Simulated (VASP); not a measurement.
Runs of VASP 6.6.1 on GaP. The structure is that of space group F-43m (No. 216), or close to it. The cells are those of the table. 

```tsv
cell	gap on the mesh (eV)	pressure (GPa)
a = 3.942 Å, angles 60.0°, 2 atoms	1.20	-5.4
a = 3.905 Å, angles 60.0°, 2 atoms	1.43	(b)
a = 3.789 Å, angles 60.0°, 2 atoms	(c)	4.1
a = 3.867 Å, angles 60.0°, 2 atoms	(a)	-1.4
a = 3.828 Å, angles 60.0°, 2 atoms	1.47	1.2
```

Alike in all rows: task single point; level PBEsol; potentials or basis VASP PAW PBE potentials, release 64 (Ga_d, P); no spin polarisation; k mesh 6 × 6 × 6; cutoff (eV) 520; smearing gaussian 0.01 eV.

Problem. Estimate the missing entries.

Solution. (a) 1.53; (b) -3.6; (c) 1.40.

Caveats: the PAW data sets were made with another functional, which shifts forces and pressure a little.

A k mesh can miss the band edges, and the runs leave out spin-orbit coupling on Ga.
